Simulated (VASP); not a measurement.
# MoS2 (P6_3/mmc) in VASP: further runs, part 2 of 3

VASP 6.6.1. Earlier steps stand in the parts before.

### Step 3. Single point, PBEsol (18.77 Å³/atom)

File INCAR:

```
  PREC = Accurate
  ENCUT = 520
  EDIFF = 1E-6
  ISMEAR = 1
  SIGMA = 0.2
  LREAL = False
  LASPH = True
  NELM = 100
  ALGO = Normal
  ISIF = 2
  LWAVE = False
  LCHARG = False
  GGA = PS
  NBANDS = 35
```

File KPOINTS:

```
regular mesh
0
Gamma
  12 12 4
```

File POSCAR:

```
MoS2
1.0
    3.2694836520      0.0000000000      0.0000000000
   -1.6347418260      2.8314558999      0.0000000000
    0.0000000000      0.0000000000     12.1634600306
Mo S
2 4
Direct
    0.3333333333      0.6666666667      0.2500000000
    0.6666666667      0.3333333333      0.7500000000
    0.3333333333      0.6666666667      0.6259932117
    0.6666666667      0.3333333333      0.1259932117
    0.3333333333      0.6666666667      0.8740067883
    0.6666666667      0.3333333333      0.3740067883
```

Potentials or basis: VASP PAW PBE potentials, release 64 (Mo_sv, S).

On the command line:

```
$ cat potpaw_PBE.64/Mo_sv/POTCAR potpaw_PBE.64/S/POTCAR > POTCAR
$ mpirun -np 1 vasp_std > vasp.out
```

OUTCAR:

```text
PREC = Accurate
   ENCUT = 520
   EDIFF = 1E-6
   ISMEAR = 1
   LREAL = False
   LASPH = True
   NELM = 100
   ISIF = 2
   GGA = PS

 ion  position               nearest neighbor table
   1  0.333  0.667  0.250-   4 2.42   6 2.42   4 2.42   6 2.42   4 2.42   6 2.42
   2  0.667  0.333  0.750-   3 2.42   5 2.42   3 2.42   5 2.42   3 2.42   5 2.42
   3  0.333  0.667  0.626-   2 2.42   2 2.42   2 2.42
   4  0.667  0.333  0.126-   1 2.42   1 2.42   1 2.42
   5  0.333  0.667  0.874-   2 2.42   2 2.42   2 2.42
   6  0.667  0.333  0.374-   1 2.42   1 2.42   1 2.42

  LATTYP: Found a hexagonal cell.
 ALAT       =     3.2694836520
 C/A-ratio  =     3.7203000000

  Lattice vectors:

 A1 = (   3.2694836520,   0.0000000000,   0.0000000000)
 A2 = (  -1.6347418260,   2.8314558999,   0.0000000000)
 A3 = (   0.0000000000,   0.0000000000,  12.1634600306)

Analysis of symmetry for initial positions (statically):
=====================================================================
 Subroutine PRICEL returns:
 Original cell was already a primitive cell.

 Routine SETGRP: Setting up the symmetry group for a
 hexagonal supercell.

 Subroutine GETGRP returns: Found 24 space group operations
 (whereof 12 operations were pure point group operations)
 out of a pool of 24 trial point group operations.

The static configuration has the point symmetry D_3d.
 The point group associated with its full space group is D_6h.

Analysis of symmetry for dynamics (positions and initial velocities):
=====================================================================
 Subroutine PRICEL returns:
 Original cell was already a primitive cell.

 Routine SETGRP: Setting up the symmetry group for a
 hexagonal supercell.

 Subroutine GETGRP returns: Found 24 space group operations
 (whereof 12 operations were pure point group operations)
 out of a pool of 24 trial point group operations.

The dynamic configuration has the point symmetry D_3d.
 The point group associated with its full space group is D_6h.

 Subroutine INISYM returns: Found 24 space group operations
 (whereof 12 operations are pure point group operations),
 and found     1 'primitive' translations

----------------------------------------------------------------------------------------

                                     Primitive cell

  volume of cell :     112.6020

  direct lattice vectors                    reciprocal lattice vectors
     3.269483652  0.000000000  0.000000000     0.305858694  0.176587599  0.000000000
    -1.634741826  2.831455900  0.000000000     0.000000000  0.353175199  0.000000000
     0.000000000  0.000000000 12.163460031     0.000000000  0.000000000  0.082213449

  length of vectors
     3.269483652  3.269483652 12.163460031     0.353175199  0.353175199  0.082213449

  position of ions in fractional coordinates (direct lattice)
     0.333333333  0.666666667  0.250000000
     0.666666667  0.333333333  0.750000000
     0.333333333  0.666666667  0.625993212
     0.666666667  0.333333333  0.125993212
     0.333333333  0.666666667  0.874006788
     0.666666667  0.333333333  0.374006788

  ion indices of the primitive-cell ions
   primitive index   ion index
                 1           1
                 2           2
                 3           3
                 4           4
[... 22 lines left out ...]
     0.000000000  0.000000000  0.000000000

 Subroutine IBZKPT returns following result:
 ===========================================

 Found     57 irreducible k-points:

 Following reciprocal coordinates:
            Coordinates               Weight
  0.000000  0.000000  0.000000      1.000000
  0.083333 -0.000000  0.000000      6.000000
  0.166667 -0.000000  0.000000      6.000000
  0.250000 -0.000000  0.000000      6.000000
  0.333333 -0.000000  0.000000      6.000000
  0.416667 -0.000000  0.000000      6.000000
[... 16 lines left out ...]
  0.250000 -0.000000  0.250000     12.000000
  0.333333 -0.000000  0.250000     12.000000
 [... further k-points ...]
   k-points           NKPTS =     57   k-points in BZ     NKDIM =     57   number of bands    NBANDS=     35
   number of dos      NEDOS =    301   number of ions     NIONS =      6
   total plane-waves  NPLWV =  51840
   dimension x,y,z NGX =    24 NGY =   24 NGZ =   90
   dimension x,y,z NGXF=    48 NGYF=   48 NGZF=  180
   ions per type =               2   4
   NGX,Y,Z   is equivalent  to a cutoff of  12.20, 12.20, 12.30 a.u.
   NGXF,Y,Z  is equivalent  to a cutoff of  24.41, 24.41, 24.60 a.u.
 SYSTEM =  unknown system
   PREC   = accura    normal or accurate (medium, high low for compatibility)
   ISTART =      0    job   : 0-new  1-cont  2-samecut
   ICHARG =      2    charge: 1-file 2-atom 10-const
   ISPIN  =      1    spin polarized calculation?
   LNONCOLLINEAR =      F non collinear calculations
   LSORBIT =      F    spin-orbit coupling
   LASPH  =      T    aspherical Exc in radial PAW
   ENCUT  =  520.0 eV  38.22 Ry    6.18 a.u.   6.08  6.08 22.62*2*pi/ulx,y,z
   NELM   =    100;   NELMIN=  2; NELMDL= -5     # of ELM steps
   EDIFF  = 0.1E-05   stopping-criterion for ELM
   LREAL  =      F    real-space projection
[... 7 lines left out ...]
   TEBEG  =    0.0;   TEEND  =   0.0 temperature during run
   PSTRESS=    0.0 pullay stress
   NELECT =      52.0000    total number of electrons
   NUPDOWN=      -1.0000    fix difference up-down
   EMIN   =  10.00;   EMAX   =-10.00  energy-range for DOS
   EFERMI =   0.00;   METHOD = LEGACY
   ISMEAR =     1;   SIGMA  =   0.20  broadening in eV -4-tet -1-fermi 0-gaus
   EFERMI_NEDOS =   21; number of points for ismear=-14 and -15
   IALGO  =     38    algorithm
   IMIX   =      4    mixing-type and parameters
     AMIX     =   0.40;   BMIX     =  1.00
     AMIX_MAG =   1.60;   BMIX_MAG =  1.00
  volume/ion in A,a.u.               =      18.77       126.65
  Fermi-wavevector in a.u.,A,eV,Ry     =   1.265398  2.391256 21.786095  1.601233
  Thomas-Fermi vector in A             =   2.398654
   LORBIT       =      0    0 simple, 1 ext, 2 COOP (PROOUT), +10 PAW based schemes
   GGA     = PS    functional components
   LHFCALC =     F    Hartree Fock is set to
   AEXX    =    0.0000 exact exchange contribution
   IVDW    =     0    specifies the selected vdW correction
   LEPSILON=     F    determine dielectric tensor
   LRPA    =     F    only Hartree local field effects (RPA)
 non-spin polarized calculation
 Methfessel and Paxton  Order N= 1 SIGMA  =   0.20
  energy-cutoff  :      520.00
  volume of cell :      112.60
 maximum number of plane-waves:      3072
   NGX = 13   NGY = 13   NGZ = 45

 number of electron      52.0000005 magnetization

 Free energy of the ion-electron system (eV)
  ---------------------------------------------------
  ext. energy  EPLUGINS =         0.00000000
  ---------------------------------------------------
  free energy    TOTEN  =       -46.61745340 eV

  energy without entropy =      -46.61856284  energy(sigma->0) =      -46.61782321

 E-fermi :   7.2370     XC(G=0): -10.7170

 val. band max:        7.0962281474   @ k =   0.0000   0.0000   0.0000
 cond. band min:       7.3942817213   @ k =   0.3333   0.3333   0.2500
 fundamental gap:      0.2980535739
 Fermi energy:         7.2369576056

 k-point     1 :       0.0000    0.0000    0.0000
  band No.  band energies     occupation
      1     -54.6760      2.00000
      2     -54.6760      2.00000
      3     -28.8029      2.00000
      4     -28.8028      2.00000
      5     -28.6933      2.00000
      6     -28.6933      2.00000
[... 901 lines left out ...]
     34      10.2650     -0.00000
     35      13.2576      0.00000

 [... further k-points ...]

------------------------ aborting loop because EDIFF is reached ----------------------------------------

  FORCE on cell =-STRESS in cart. coord.  units (eV):
  Direction    XX          YY          ZZ          XY          YZ          ZX
  --------------------------------------------------------------------------------------
  -------------------------------------------------------------------------------------
  Total       -6.6532414     -6.6532414      1.2008591      0.0000000      0.0000000     -0.0000000
  in kB      -94.6668141    -94.6668141     17.0866345      0.0000000      0.0000000     -0.0000000
  external PRESSURE =     -57.4156646 kB  Pullay stress =       0.0000000 kB

 VOLUME and BASIS-vectors are now :
 -----------------------------------------------------------------------------
  energy-cutoff  :      520.00
  volume of cell :      112.60
      direct lattice vectors                 reciprocal lattice vectors
     3.269483652  0.000000000  0.000000000     0.305858694  0.176587599  0.000000000
    -1.634741826  2.831455900  0.000000000     0.000000000  0.353175199  0.000000000
     0.000000000  0.000000000 12.163460031     0.000000000  0.000000000  0.082213449

 POSITION                                       TOTAL-FORCE (eV/Angst)
 -----------------------------------------------------------------------------------
     -0.00000      1.88764      3.04087        -0.000000     -0.000000      0.000000
      1.63474      0.94382      9.12260        -0.000000      0.000000      0.000000
     -0.00000      1.88764      7.61424         0.000000     -0.000000     -0.158457
      1.63474      0.94382      1.53251        -0.000000      0.000000     -0.158457
     -0.00000      1.88764     10.63095         0.000000      0.000000      0.158457
      1.63474      0.94382      4.54922         0.000000     -0.000000      0.158457
 -----------------------------------------------------------------------------------
    total drift:                                0.000000     -0.000000      0.000000

  FREE ENERGIE OF THE ION-ELECTRON SYSTEM (eV)
  ---------------------------------------------------
  free  energy   TOTEN  =       -46.6174534016 eV

  energy  without entropy=      -46.6185628363  energy(sigma->0) =      -46.61782321
```

Run time: 95 s. Hardware: 1 thread of Intel Xeon 6975P-C (Granite Rapids), shared host; peak memory 0.32 GiB.

Results:

```yaml
Free_energy: -46.6175 eV
Pressure: -5.7 GPa
Largest_force: 0.158 eV/Å
Band_gap_on_the_k_mesh: 0.30 eV (least direct gap 1.31 eV)
```

Forces in eV/Å, atoms in the order of the input:
```
Mo   0.000  0.000  0.000
Mo   0.000  0.000  0.000
S    0.000  0.000 -0.158
S    0.000  0.000 -0.158
S    0.000  0.000  0.158
S    0.000  0.000  0.158
```

Stress tensor (GPa, compression positive):
```
-9.47  0.00  0.00
 0.00 -9.47  0.00
 0.00  0.00  1.71
```

Caveat: the stress differs along the axes, from -9 to 2 GPa; the PAW data sets were made with another functional, which shifts forces and pressure a little; this functional lacks dispersion, which binds layers or chains, so the pressure and a relaxed spacing across them are unreliable.

### Step 4. Single point, PBEsol (18.77 Å³/atom)

File INCAR:

```
PREC = Accurate ; ENCUT = 520
EDIFF = 1E-6 ; ISMEAR = 1
SIGMA = 0.2 ; LREAL = False
LASPH = True ; NELM = 80
ALGO = Normal ; ISIF = 2
LWAVE = False ; LCHARG = True
GGA = PS ; LELF = True
LVHAR = True ; NBANDS = 35
```

KPOINTS is that of step 3.

Edit POSCAR of step 3 so:

```diff
@@ -2,5 +2,5 @@
 1.0
-    3.2694836520      0.0000000000      0.0000000000
-   -1.6347418260      2.8314558999      0.0000000000
-    0.0000000000      0.0000000000     12.1634600306
+    3.3497889975      0.0000000000      0.0000000000
+   -1.6748944988      2.9010023692      0.0000000000
+    0.0000000000      0.0000000000     11.5872551214
 Mo S
```

On the command line:

```
$ cat potpaw_PBE.64/Mo_sv/POTCAR potpaw_PBE.64/S/POTCAR > POTCAR
$ mpirun -np 1 vasp_std > vasp.out
```

It took 1.9 min on 1 thread of Intel Xeon 6975P-C (Granite Rapids), shared host; peak memory 0.34 GiB.

The run converged. Its results:

```
Free energy            : -46.0526 eV
Pressure               : -4.9 GPa
Largest force          : 0.985 eV/Å
Band gap on the k mesh : zero (bands 26 and 27 overlap by 0.44 eV)
```

Forces in eV/Å, atoms in the order of the input:
```
Mo   0.000  0.000  0.000
Mo   0.000  0.000  0.000
S    0.000  0.000 -0.985
S    0.000  0.000 -0.985
S    0.000  0.000  0.985
S    0.000  0.000  0.985
```

Stress tensor (GPa, compression positive):
```
-12.11   0.00   0.00
  0.00 -12.11   0.00
  0.00   0.00   9.44
```

Levels at points of the mesh, in eV from the Fermi level:
```csv
k point,band 24,band 25,band 26,band 27,band 28,band 29
"(0.00, 0.00, 0.00)",-0.54,-0.44,0.31,1.50,1.50,1.51
"(0.50, 0.00, 0.00)",-2.00,-1.70,-1.32,0.67,0.76,1.08
"(0.00, 0.00, 0.50)",-1.95,0.19,0.19,1.49,1.49,1.49
"(0.50, 0.00, 0.50)",-2.25,-1.45,-1.45,0.71,0.71,1.12
```

Caveat: the stress differs along the axes, from -12 to 9 GPa; the PAW data sets were made with another functional, which shifts forces and pressure a little; this functional lacks dispersion, which binds layers or chains, so the pressure and a relaxed spacing across them are unreliable.

(Part 2 of 3 ends here.)

The gap in the log of VASP goes by the Fermi energy; the results here count the filled bands.